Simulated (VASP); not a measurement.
# BAs (F-43m) in VASP: further runs

The runs below take BAs through single point, with PBEsol.

Everything below comes from runs of VASP 6.6.1. Logs are shortened: lines on timing, memory, paths and dates and some standing lists are left out, and cuts for length are marked.

**1. The cell of the first run**

It takes space group F-43m (No. 216, cubic). Conventional cell: a = 4.706 Å, b = 4.706 Å, c = 4.706 Å, α = 90.00°, β = 90.00°, γ = 90.00°. B (site symmetry -43m) has 4 As at 2.04 Å within 2.7 Å. As (site symmetry -43m) has 4 B at 2.04 Å within 2.7 Å.

**2. Single point, PBEsol**

INCAR reads:

```
PREC     = Accurate       # precision mode
ENCUT    = 560            # plane-wave cutoff, eV
EDIFF    = 1E-6           # SCF threshold, eV
ISMEAR   = 0              # smearing method
SIGMA    = 0.01           # smearing width, eV
LREAL    = False          # projectors in reciprocal space
LASPH    = True           # aspherical terms in the spheres
NELM     = 120            # most SCF steps
ALGO     = Normal         # electronic algorithm
ISIF     = 2              # what is computed and relaxed
LWAVE    = False          # write WAVECAR
LCHARG   = False          # write CHGCAR
GGA      = PS             # functional
NBANDS   = 16             # bands
GGA_COMPAT= False
```

KPOINTS reads:

```
regular mesh
0
Gamma
  10 10 10
```

POSCAR reads:

```
BAs
1.0
    0.0000000000      2.3528053350      2.3528053350
    2.3528053350      0.0000000000      2.3528053350
    2.3528053350      2.3528053350      0.0000000000
B As
1 1
Direct
    0.0000000000      0.0000000000      0.0000000000
    0.7500000000      0.7500000000      0.7500000000
```

Potentials or basis: VASP PAW PBE potentials, release 64 (B, As_d).

On the command line:

```console
$ cat potpaw_PBE.64/B/POTCAR potpaw_PBE.64/As_d/POTCAR > POTCAR
$ mpirun -np 1 vasp_std > vasp.out
```

OUTCAR:

```text
PREC = Accurate
   ENCUT = 560
   EDIFF = 1E-6
   ISMEAR = 0
   LREAL = False
   LASPH = True
   NELM = 120
   ISIF = 2
   GGA = PS

 ion  position               nearest neighbor table
   1  0.000  0.000  0.000-   2 2.04   2 2.04   2 2.04   2 2.04
   2  0.750  0.750  0.750-   1 2.04   1 2.04   1 2.04   1 2.04

  LATTYP: Found a face centered cubic cell.
 ALAT       =     4.7056106700

  Lattice vectors:

 A1 = (   0.0000000000,   2.3528053350,   2.3528053350)
 A2 = (   2.3528053350,   0.0000000000,   2.3528053350)
 A3 = (   2.3528053350,   2.3528053350,   0.0000000000)

Analysis of symmetry for initial positions (statically):
=====================================================================
 Subroutine PRICEL returns:
 Original cell was already a primitive cell.

 Routine SETGRP: Setting up the symmetry group for a
 face centered cubic supercell.

 Subroutine GETGRP returns: Found 24 space group operations
 (whereof 24 operations were pure point group operations)
 out of a pool of 48 trial point group operations.

The static configuration has the point symmetry T_d .

Analysis of symmetry for dynamics (positions and initial velocities):
=====================================================================
 Subroutine PRICEL returns:
 Original cell was already a primitive cell.

 Routine SETGRP: Setting up the symmetry group for a
 face centered cubic supercell.

 Subroutine GETGRP returns: Found 24 space group operations
 (whereof 24 operations were pure point group operations)
 out of a pool of 48 trial point group operations.

The dynamic configuration has the point symmetry T_d .

 Subroutine INISYM returns: Found 24 space group operations
 (whereof 24 operations are pure point group operations),
 and found     1 'primitive' translations

----------------------------------------------------------------------------------------

                                     Primitive cell

  volume of cell :      26.0488

  direct lattice vectors                    reciprocal lattice vectors
     0.000000000  2.352805335  2.352805335    -0.212512269  0.212512269  0.212512269
     2.352805335  0.000000000  2.352805335     0.212512269 -0.212512269  0.212512269
     2.352805335  2.352805335  0.000000000     0.212512269  0.212512269 -0.212512269

  length of vectors
     3.327369214  3.327369214  3.327369214     0.368082047  0.368082047  0.368082047

  position of ions in fractional coordinates (direct lattice)
     0.000000000  0.000000000  0.000000000
     0.750000000  0.750000000  0.750000000

  ion indices of the primitive-cell ions
   primitive index   ion index
                 1           1
                 2           2

----------------------------------------------------------------------------------------

 KPOINTS: regular mesh

Automatic generation of k-mesh.
 Grid dimensions read from file:
 generate k-points for:   10   10   10

 Generating k-lattice:

  Cartesian coordinates                     Fractional coordinates (reciprocal lattice)
    -0.021251227  0.021251227  0.021251227     0.100000000  0.000000000  0.000000000
     0.021251227 -0.021251227  0.021251227     0.000000000  0.100000000  0.000000000
     0.021251227  0.021251227 -0.021251227     0.000000000  0.000000000  0.100000000

  Length of vectors
     0.036808205  0.036808205  0.036808205

  Shift w.r.t. Gamma in fractional coordinates (k-lattice)
     0.000000000  0.000000000  0.000000000

 Subroutine IBZKPT returns following result:
 ===========================================

 Found     47 irreducible k-points:

 Following reciprocal coordinates:
            Coordinates               Weight
  0.000000  0.000000  0.000000      1.000000
  0.100000  0.000000  0.000000      8.000000
  0.200000  0.000000  0.000000      8.000000
  0.300000  0.000000  0.000000      8.000000
  0.400000  0.000000  0.000000      8.000000
  0.500000  0.000000  0.000000      4.000000
[... 16 lines left out ...]
  0.300000  0.300000  0.000000      6.000000
  0.400000  0.300000  0.000000     24.000000
 [... further k-points ...]
   k-points           NKPTS =     47   k-points in BZ     NKDIM =     47   number of bands    NBANDS=     16
   number of dos      NEDOS =    301   number of ions     NIONS =      2
   total plane-waves  NPLWV =  21952
   dimension x,y,z NGX =    28 NGY =   28 NGZ =   28
   dimension x,y,z NGXF=    56 NGYF=   56 NGZF=   56
   ions per type =               1   1
   NGX,Y,Z   is equivalent  to a cutoff of  13.99, 13.99, 13.99 a.u.
   NGXF,Y,Z  is equivalent  to a cutoff of  27.98, 27.98, 27.98 a.u.
 SYSTEM =  unknown system
   PREC   = accura    normal or accurate (medium, high low for compatibility)
   ISTART =      0    job   : 0-new  1-cont  2-samecut
   ICHARG =      2    charge: 1-file 2-atom 10-const
   ISPIN  =      1    spin polarized calculation?
   LNONCOLLINEAR =      F non collinear calculations
   LSORBIT =      F    spin-orbit coupling
   LASPH  =      T    aspherical Exc in radial PAW
   ENCUT  =  560.0 eV  41.16 Ry    6.42 a.u.   6.42  6.42  6.42*2*pi/ulx,y,z
   NELM   =    120;   NELMIN=  2; NELMDL= -5     # of ELM steps
   EDIFF  = 0.1E-05   stopping-criterion for ELM
   LREAL  =      F    real-space projection
   EDIFFG = 0.1E-04   stopping-criterion for IOM
   NSW    =      0    number of steps for IOM
   IBRION =     -1    ionic relax: 0-MD 1-quasi-New 2-CG
   NFREE  =      0    steps in history (QN), initial steepest desc. (CG)
   ISIF   =      2    stress and relaxation
   ISYM   =      2    0-nonsym 1-usesym 2-fastsym
   POTIM  = 0.5000    time-step for ionic-motion
   TEBEG  =    0.0;   TEEND  =   0.0 temperature during run
   PSTRESS=    0.0 pullay stress
   NELECT =      18.0000    total number of electrons
   NUPDOWN=      -1.0000    fix difference up-down
   EMIN   =  10.00;   EMAX   =-10.00  energy-range for DOS
   EFERMI =   0.00;   METHOD = LEGACY
   ISMEAR =     0;   SIGMA  =   0.01  broadening in eV -4-tet -1-fermi 0-gaus
   EFERMI_NEDOS =   21; number of points for ismear=-14 and -15
   IALGO  =     38    algorithm
   IMIX   =      4    mixing-type and parameters
     AMIX     =   0.40;   BMIX     =  1.00
     AMIX_MAG =   1.60;   BMIX_MAG =  1.00
  volume/ion in A,a.u.               =      13.02        87.89
  Fermi-wavevector in a.u.,A,eV,Ry     =   1.447337  2.735070 28.501273  2.094784
  Thomas-Fermi vector in A             =   2.565303
   LORBIT       =      0    0 simple, 1 ext, 2 COOP (PROOUT), +10 PAW based schemes
   GGA     = PS    functional components
   LHFCALC =     F    Hartree Fock is set to
   AEXX    =    0.0000 exact exchange contribution
   IVDW    =     0    specifies the selected vdW correction
   LEPSILON=     F    determine dielectric tensor
   LRPA    =     F    only Hartree local field effects (RPA)
 non-spin polarized calculation
 Gauss-broadening in eV      SIGMA  =   0.01
  energy-cutoff  :      560.00
  volume of cell :       26.05
 maximum number of plane-waves:       801
 NGX is ok and might be reduce to    28
   NGX = 13   NGY = 13   NGZ = 13

 number of electron      17.9999997 magnetization

 Free energy of the ion-electron system (eV)
  ---------------------------------------------------
  ext. energy  EPLUGINS =         0.00000000
  ---------------------------------------------------
  free energy    TOTEN  =       -12.23315776 eV

  energy without entropy =      -12.23315776  energy(sigma->0) =      -12.23315776

 E-fermi :   5.2163     XC(G=0): -11.5435

 val. band max:        5.1602413811   @ k =   0.0000   0.0000   0.0000
 cond. band min:       6.2006813493   @ k =   0.4000   0.4000   0.0000
 fundamental gap:      1.0404399682
 Fermi energy:         5.2162521946

 k-point     1 :       0.0000    0.0000    0.0000
  band No.  band energies     occupation
      1     -30.6091      2.00000
      2     -30.6091      2.00000
      3     -30.6091      2.00000
      4     -30.5808      2.00000
      5     -30.5808      2.00000
      6     -10.6962      2.00000
[... 8 lines left out ...]
     15      18.5258      0.00000
     16      18.5258      0.00000

 k-point     2 :       0.1000    0.0000    0.0000
  band No.  band energies     occupation
      1     -30.6088      2.00000
      2     -30.6082      2.00000
      3     -30.6082      2.00000
      4     -30.5808      2.00000
      5     -30.5808      2.00000
      6     -10.5249      2.00000
[... 8 lines left out ...]
     15      17.2561      0.00000
     16      17.2561      0.00000

 k-point     3 :       0.2000    0.0000    0.0000
  band No.  band energies     occupation
      1     -30.6078      2.00000
      2     -30.6060      2.00000
      3     -30.6060      2.00000
      4     -30.5805      2.00000
      5     -30.5804      2.00000
      6     -10.0184      2.00000
[... 8 lines left out ...]
     15      16.4770      0.00000
     16      16.4770      0.00000

 k-point     4 :       0.3000    0.0000    0.0000
  band No.  band energies     occupation
      1     -30.6065      2.00000
      2     -30.6037      2.00000
      3     -30.6037      2.00000
      4     -30.5796      2.00000
      5     -30.5796      2.00000
      6      -9.2111      2.00000
[... 8 lines left out ...]
     15      16.9726      0.00000
     16      16.9726      0.00000
[... 324 lines left out ...]
 k-point    22 :      -0.2000    0.2000    0.0000
  band No.  band energies     occupation
      1     -30.6060      2.00000
      2     -30.6024      2.00000
      3     -30.6021      2.00000
      4     -30.5814      2.00000
      5     -30.5785      2.00000
      6      -8.9358      2.00000
[... 8 lines left out ...]
     15      17.9973      0.00000
     16      19.7314      0.00000

 k-point    23 :       0.3000    0.3000    0.0000
  band No.  band energies     occupation
      1     -30.6133      2.00000
      2     -30.5964      2.00000
      3     -30.5964      2.00000
      4     -30.5856      2.00000
      5     -30.5760      2.00000
      6      -8.6920      2.00000
[... 8 lines left out ...]
     15      20.5890      0.00000
     16      20.8073      0.00000

 k-point    24 :       0.4000    0.3000    0.0000
  band No.  band energies     occupation
      1     -30.6130      2.00000
      2     -30.5945      2.00000
      3     -30.5942      2.00000
      4     -30.5861      2.00000
      5     -30.5752      2.00000
      6      -7.9247      2.00000
[... 8 lines left out ...]
     15      21.4461      0.00000
     16      21.6194      0.00000

 [... further k-points ...]

------------------------ aborting loop because EDIFF is reached ----------------------------------------

  FORCE on cell =-STRESS in cart. coord.  units (eV):
  Direction    XX          YY          ZZ          XY          YZ          ZX
  --------------------------------------------------------------------------------------
  -------------------------------------------------------------------------------------
  Total        0.9453251      0.9453251      0.9453251      0.0000000     -0.0000000      0.0000000
  in kB       58.1438501     58.1438501     58.1438501      0.0000000     -0.0000000      0.0000000
  external PRESSURE =      58.1438501 kB  Pullay stress =       0.0000000 kB

 VOLUME and BASIS-vectors are now :
 -----------------------------------------------------------------------------
  energy-cutoff  :      560.00
  volume of cell :       26.05
      direct lattice vectors                 reciprocal lattice vectors
     0.000000000  2.352805335  2.352805335    -0.212512269  0.212512269  0.212512269
     2.352805335  0.000000000  2.352805335     0.212512269 -0.212512269  0.212512269
     2.352805335  2.352805335  0.000000000     0.212512269  0.212512269 -0.212512269

 POSITION                                       TOTAL-FORCE (eV/Angst)
 -----------------------------------------------------------------------------------
      0.00000      0.00000      0.00000         0.000000      0.000000      0.000000
      3.52921      3.52921      3.52921        -0.000000     -0.000000     -0.000000
 -----------------------------------------------------------------------------------
    total drift:                               -0.000001     -0.000001     -0.000001

  FREE ENERGIE OF THE ION-ELECTRON SYSTEM (eV)
  ---------------------------------------------------
  free  energy   TOTEN  =       -12.2331577616 eV

  energy  without entropy=      -12.2331577616  energy(sigma->0) =      -12.23315776
```

Run time: 27 s. Hardware: 1 thread of Intel Xeon Platinum 8259CL at 2.50GHz (Skylake/Cascade Lake), shared host; peak memory 0.17 GiB.

What came out:

```yaml
Free_energy: -12.2332 eV
Pressure: 5.8 GPa
Band_gap_on_the_k_mesh: 1.04 eV (least direct gap 3.30 eV)
```

Caveat: the cell stands under pressure; the PAW data sets were made with another functional, which shifts forces and pressure a little.

[end of part 1 of 2]
